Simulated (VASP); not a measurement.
# Zn (P6_3/mmc) in VASP: further runs

Zn is run at these levels: PBE; tasks: single point.

All numbers are computed with VASP 6.6.1; they aren't measurements. Logs are shortened: lines on timing, memory, paths and dates and some standing lists are left out, and cuts for length are marked.

### 1 The cell of the first run

The structure is hexagonal, space group P6_3/mmc (No. 194). Conventional cell: a = 2.219 Å, b = 2.219 Å, c = 3.555 Å, α = 90.00°, β = 90.00°, γ = 120.00°. Within 2.9 Å of Zn (site symmetry -6m2) lie 12 Zn at 2.19 to 2.22 Å.

### 2 Single point, PBE

INCAR reads:

```
PREC     = Accurate       # precision mode
ENCUT    = 520            # plane-wave cutoff, eV
EDIFF    = 1E-6           # SCF threshold, eV
ISMEAR   = -1             # smearing method
SIGMA    = 0.1            # smearing width, eV
LREAL    = False          # projectors in reciprocal space
LASPH    = True           # aspherical terms in the spheres
NELM     = 60             # most SCF steps
ALGO     = Normal         # electronic algorithm
ISIF     = 2              # what is computed and relaxed
LWAVE    = False          # write WAVECAR
LCHARG   = False          # write CHGCAR
GGA      = PE             # functional
NBANDS   = 19             # bands
```

KPOINTS reads:

```
Automatic mesh
0
Gamma
  20 20 11
```

POSCAR reads:

```
Zn
1.0
    2.2187454809      0.0000000000      0.0000000000
   -1.1093727405      1.9214899510      0.0000000000
    0.0000000000      0.0000000000      3.5550602702
Zn
2
Direct
    0.3333333333      0.6666666667      0.2500000000
    0.6666666667      0.3333333333      0.7500000000
```

Potentials or basis: VASP PAW PBE potentials, release 64 (Zn).

Run with:

```bash
cat potpaw_PBE.64/Zn/POTCAR > POTCAR
mpirun -np 1 vasp_std > vasp.out
```

OUTCAR:

```text
PREC = Accurate
   ENCUT = 520
   EDIFF = 1E-6
   ISMEAR = -1
   LREAL = False
   LASPH = True
   NELM = 60
   ISIF = 2
   GGA = PE

 ion  position               nearest neighbor table
   1  0.333  0.667  0.250-   2 2.19   2 2.19   2 2.19   2 2.19   2 2.19   2 2.19
   2  0.667  0.333  0.750-   1 2.19   1 2.19   1 2.19   1 2.19   1 2.19   1 2.19

  LATTYP: Found a hexagonal cell.
 ALAT       =     2.2187454809
 C/A-ratio  =     1.6022839487

  Lattice vectors:

 A1 = (   2.2187454809,   0.0000000000,   0.0000000000)
 A2 = (  -1.1093727405,   1.9214899510,   0.0000000000)
 A3 = (   0.0000000000,   0.0000000000,   3.5550602702)

Analysis of symmetry for initial positions (statically):
=====================================================================
 Subroutine PRICEL returns:
 Original cell was already a primitive cell.

 Routine SETGRP: Setting up the symmetry group for a
 hexagonal supercell.

 Subroutine GETGRP returns: Found 24 space group operations
 (whereof 12 operations were pure point group operations)
 out of a pool of 24 trial point group operations.

The static configuration has the point symmetry D_3d.
 The point group associated with its full space group is D_6h.

Analysis of symmetry for dynamics (positions and initial velocities):
=====================================================================
 Subroutine PRICEL returns:
 Original cell was already a primitive cell.

 Routine SETGRP: Setting up the symmetry group for a
 hexagonal supercell.

 Subroutine GETGRP returns: Found 24 space group operations
 (whereof 12 operations were pure point group operations)
 out of a pool of 24 trial point group operations.

The dynamic configuration has the point symmetry D_3d.
 The point group associated with its full space group is D_6h.

 Subroutine INISYM returns: Found 24 space group operations
 (whereof 12 operations are pure point group operations),
 and found     1 'primitive' translations

----------------------------------------------------------------------------------------

                                     Primitive cell

  volume of cell :      15.1563

  direct lattice vectors                    reciprocal lattice vectors
     2.218745481  0.000000000  0.000000000     0.450705143  0.260214736  0.000000000
    -1.109372741  1.921489951  0.000000000     0.000000000  0.520429472  0.000000000
     0.000000000  0.000000000  3.555060270     0.000000000  0.000000000  0.281289183

  length of vectors
     2.218745481  2.218745481  3.555060270     0.520429472  0.520429472  0.281289183

  position of ions in fractional coordinates (direct lattice)
     0.333333333  0.666666667  0.250000000
     0.666666667  0.333333333  0.750000000

  ion indices of the primitive-cell ions
   primitive index   ion index
                 1           1
                 2           2

----------------------------------------------------------------------------------------

 KPOINTS: Automatic mesh

Automatic generation of k-mesh.
 Grid dimensions read from file:
 generate k-points for:   20   20   11

 Generating k-lattice:

  Cartesian coordinates                     Fractional coordinates (reciprocal lattice)
     0.022535257  0.013010737  0.000000000     0.050000000 -0.000000000  0.000000000
     0.000000000  0.026021474  0.000000000     0.000000000  0.050000000  0.000000000
     0.000000000  0.000000000  0.025571744     0.000000000  0.000000000  0.090909091

  Length of vectors
     0.026021474  0.026021474  0.025571744

  Shift w.r.t. Gamma in fractional coordinates (k-lattice)
     0.000000000  0.000000000  0.000000000

 Subroutine IBZKPT returns following result:
 ===========================================

 Found    264 irreducible k-points:

 Following reciprocal coordinates:
            Coordinates               Weight
  0.000000  0.000000  0.000000      1.000000
  0.050000  0.000000  0.000000      6.000000
  0.100000 -0.000000  0.000000      6.000000
  0.150000 -0.000000  0.000000      6.000000
  0.200000 -0.000000  0.000000      6.000000
  0.250000  0.000000  0.000000      6.000000
[... 16 lines left out ...]
  0.200000  0.100000  0.000000     12.000000
  0.250000  0.100000  0.000000     12.000000
 [... further k-points ...]
   k-points           NKPTS =    264   k-points in BZ     NKDIM =    264   number of bands    NBANDS=     19
   number of dos      NEDOS =    301   number of ions     NIONS =      2
   total plane-waves  NPLWV =   9072
   dimension x,y,z NGX =    18 NGY =   18 NGZ =   28
   dimension x,y,z NGXF=    36 NGYF=   36 NGZF=   56
   ions per type =               2
   NGX,Y,Z   is equivalent  to a cutoff of  13.49, 13.49, 13.09 a.u.
   NGXF,Y,Z  is equivalent  to a cutoff of  26.97, 26.97, 26.19 a.u.
 SYSTEM =  unknown system
   PREC   = accura    normal or accurate (medium, high low for compatibility)
   ISTART =      0    job   : 0-new  1-cont  2-samecut
   ICHARG =      2    charge: 1-file 2-atom 10-const
   ISPIN  =      1    spin polarized calculation?
   LNONCOLLINEAR =      F non collinear calculations
   LSORBIT =      F    spin-orbit coupling
   LASPH  =      T    aspherical Exc in radial PAW
   ENCUT  =  520.0 eV  38.22 Ry    6.18 a.u.   4.13  4.13  6.61*2*pi/ulx,y,z
   NELM   =     60;   NELMIN=  2; NELMDL= -5     # of ELM steps
   EDIFF  = 0.1E-05   stopping-criterion for ELM
   LREAL  =      F    real-space projection
   EDIFFG = 0.1E-04   stopping-criterion for IOM
   NSW    =      0    number of steps for IOM
   IBRION =     -1    ionic relax: 0-MD 1-quasi-New 2-CG
   NFREE  =      0    steps in history (QN), initial steepest desc. (CG)
   ISIF   =      2    stress and relaxation
   ISYM   =      2    0-nonsym 1-usesym 2-fastsym
   POTIM  = 0.5000    time-step for ionic-motion
   TEBEG  =    0.0;   TEEND  =   0.0 temperature during run
   PSTRESS=    0.0 pullay stress
   NELECT =      24.0000    total number of electrons
   NUPDOWN=      -1.0000    fix difference up-down
   EMIN   =  10.00;   EMAX   =-10.00  energy-range for DOS
   EFERMI =   0.00;   METHOD = LEGACY
   ISMEAR =    -1;   SIGMA  =   0.10  broadening in eV -4-tet -1-fermi 0-gaus
   EFERMI_NEDOS =   21; number of points for ismear=-14 and -15
   IALGO  =     38    algorithm
   IMIX   =      4    mixing-type and parameters
     AMIX     =   0.40;   BMIX     =  1.00
     AMIX_MAG =   1.60;   BMIX_MAG =  1.00
  volume/ion in A,a.u.               =       7.58        51.14
  Fermi-wavevector in a.u.,A,eV,Ry     =   1.908158  3.605896 49.539736  3.641068
  Thomas-Fermi vector in A             =   2.945514
   LORBIT       =      0    0 simple, 1 ext, 2 COOP (PROOUT), +10 PAW based schemes
   GGA     = PE    functional components
   LHFCALC =     F    Hartree Fock is set to
   AEXX    =    0.0000 exact exchange contribution
   IVDW    =     0    specifies the selected vdW correction
   LEPSILON=     F    determine dielectric tensor
   LRPA    =     F    only Hartree local field effects (RPA)
 non-spin polarized calculation
  energy-cutoff  :      520.00
  volume of cell :       15.16
 maximum number of plane-waves:       424
 NGX is ok and might be reduce to    18
   NGX =  9   NGY =  9   NGZ = 13

 number of electron      23.9999992 magnetization

 Free energy of the ion-electron system (eV)
  ---------------------------------------------------
  ext. energy  EPLUGINS =         0.00000000
  ---------------------------------------------------
  free energy    TOTEN  =         4.50579442 eV

  energy without entropy =        4.51020689  energy(sigma->0) =        4.50800065

 E-fermi :  11.4721     XC(G=0): -15.7670

 val. band max:       11.4208307742   @ k =   0.1000  -0.0000   0.0000
 cond. band min:      11.4850424674   @ k =   0.3000   0.2000   0.0000
 fundamental gap:      0.0642116932
 Fermi energy:        11.4721212129

 k-point     1 :       0.0000    0.0000    0.0000
  band No.  band energies     occupation
      1      -7.4261      2.00000
      2      -3.2452      2.00000
      3      -0.5198      2.00000
      4      -0.5198      2.00000
      5      -0.5123      2.00000
      6      -0.1662      2.00000
[... 11 lines left out ...]
     18      36.4001      0.00000
     19      36.7362      0.00000

 k-point     2 :       0.0500    0.0000    0.0000
  band No.  band energies     occupation
      1      -7.3170      2.00000
      2      -3.1867      2.00000
      3      -0.6627      2.00000
      4      -0.4733      2.00000
      5      -0.3804      2.00000
      6      -0.1862      2.00000
[... 11 lines left out ...]
     18      37.8960      0.00000
     19      38.0671      0.00000

 k-point     3 :       0.1000   -0.0000    0.0000
  band No.  band energies     occupation
      1      -6.9937      2.00000
      2      -3.0222      2.00000
      3      -0.8309      2.00000
      4      -0.3371      2.00000
      5      -0.2831      2.00000
      6      -0.1929      2.00000
[... 11 lines left out ...]
     18      37.8805      0.00000
     19      38.6699      0.00000

 k-point     4 :       0.1500   -0.0000    0.0000
  band No.  band energies     occupation
      1      -6.4700      2.00000
      2      -2.7885      2.00000
      3      -1.0104      2.00000
      4      -0.4354      2.00000
      5      -0.3492      2.00000
      6      -0.1206      2.00000
[... 11 lines left out ...]
     18      37.9052      0.00000
     19      38.1490      0.00000

 k-point     5 :       0.2000   -0.0000    0.0000
  band No.  band energies     occupation
      1      -5.7740      2.00000
      2      -2.5577      2.00000
      3      -1.1602      2.00000
      4      -0.9433      2.00000
      5      -0.4234      2.00000
      6      -0.1850      2.00000
[... 11 lines left out ...]
     18      36.4714      0.00000
     19      37.0995      0.00000
[... 334 lines left out ...]
      2      -2.6564      2.00000
      3      -1.1313      2.00000
      4      -0.6226      2.00000
      5      -0.3537      2.00000
      6      -0.2146      2.00000
[... 11 lines left out ...]
     18      35.4680      0.00000
     19      35.7954      0.00000

 k-point    22 :       0.1500    0.1000    0.0000
  band No.  band energies     occupation
      1      -5.4809      2.00000
      2      -2.4293      2.00000
      3      -1.3103      2.00000
      4      -1.0729      2.00000
      5      -0.4071      2.00000
      6      -0.3649      2.00000
[... 11 lines left out ...]
     18      34.0296      0.00000
     19      35.8549      0.00000

 k-point    23 :       0.2000    0.1000    0.0000
  band No.  band energies     occupation
      1      -4.6824      2.00000
      2      -2.2899      2.00000
      3      -1.4976      2.00000
      4      -1.4143      2.00000
      5      -0.4982      2.00000
      6      -0.4167      2.00000
[... 11 lines left out ...]
     18      32.9298      0.00000
     19      35.5428      0.00000

 k-point    24 :       0.2500    0.1000    0.0000
  band No.  band energies     occupation
      1      -3.8693      2.00000
      2      -2.3164      2.00000
      3      -1.8615      2.00000
      4      -1.3599      2.00000
      5      -0.6086      2.00000
      6      -0.3510      2.00000
[... 11 lines left out ...]
     18      32.0251      0.00000
     19      34.8422      0.00000

 [... further k-points ...]

------------------------ aborting loop because EDIFF is reached ----------------------------------------

  FORCE on cell =-STRESS in cart. coord.  units (eV):
  Direction    XX          YY          ZZ          XY          YZ          ZX
  --------------------------------------------------------------------------------------
  -------------------------------------------------------------------------------------
  Total       27.0171435     27.0171435     27.0510596     -0.0000000      0.0000000      0.0000000
  in kB     2855.9949887   2855.9949888   2859.5802737     -0.0000001      0.0000000      0.0000000
  external PRESSURE =    2857.1900837 kB  Pullay stress =       0.0000000 kB

 VOLUME and BASIS-vectors are now :
 -----------------------------------------------------------------------------
  energy-cutoff  :      520.00
  volume of cell :       15.16
      direct lattice vectors                 reciprocal lattice vectors
     2.218745481  0.000000000  0.000000000     0.450705143  0.260214736  0.000000000
    -1.109372741  1.921489951  0.000000000     0.000000000  0.520429472  0.000000000
     0.000000000  0.000000000  3.555060270     0.000000000  0.000000000  0.281289183

 POSITION                                       TOTAL-FORCE (eV/Angst)
 -----------------------------------------------------------------------------------
     -0.00000      1.28099      0.88877         0.000000      0.000000      0.000000
      1.10937      0.64050      2.66630        -0.000000      0.000000      0.000000
 -----------------------------------------------------------------------------------
    total drift:                               -0.000000     -0.000000      0.000000

  FREE ENERGIE OF THE ION-ELECTRON SYSTEM (eV)
  ---------------------------------------------------
  free  energy   TOTEN  =         4.5057944200 eV

  energy  without entropy=        4.5102068885  energy(sigma->0) =        4.50800065
```

It took 43 s on 1 thread of Intel Xeon 6975P-C (Granite Rapids), shared host; peak memory 0.17 GiB.

Results:

| Quantity | Value |
| --- | --- |
| Free energy | 4.5058 eV |
| Pressure | 285.7 GPa |
| Band gap on the k mesh | zero (band 12 reaches 13.01 eV, above the bottom of band 13 at 10.89 eV) |

### 3 Single point, PBE

INCAR reads:

```
SYSTEM = Zn
PREC = Accurate ; ENCUT = 520
EDIFF = 1E-6 ; ISMEAR = -1
SIGMA = 0.1 ; LREAL = .FALSE.
LASPH = .TRUE. ; NELM = 80
ALGO = Normal ; ISIF = 2
LWAVE = .FALSE. ; LCHARG = .FALSE.
GGA = PE ; NBANDS = 19
```

KPOINTS reads:

```
regular mesh
0
G
  20 20 11
  0 0 0
```

POSCAR is that of step 2.

Potentials or basis: VASP PAW PBE potentials, release 64 (Zn).

Run with:

```bash
cat potpaw_PBE.64/Zn/POTCAR > POTCAR
mpirun -np 1 vasp_std > vasp.out
```

Wall time 37 s (1 thread of Intel Xeon 6975P-C (Granite Rapids), shared host); peak memory 0.17 GiB.

The run converged. Its results:

```yaml
Free_energy: 4.5058 eV
Pressure: 285.7 GPa
Band_gap_on_the_k_mesh: zero (band 12 reaches 13.01 eV, above the bottom of band 13 at 10.89 eV)
```

Stress tensor (GPa, compression positive):
```
285.60   0.00   0.00
  0.00 285.60   0.00
  0.00   0.00 285.96
```

Levels at points of the mesh, in eV from the Fermi level:
```csv
k point,band 10,band 11,band 12,band 13,band 14,band 15
"(0.00, 0.00, 0.00)",-10.02,-10.02,-7.74,-0.16,21.15,23.40
"(0.50, 0.00, 0.00)",-9.74,-6.84,-4.23,4.31,5.48,7.81
```
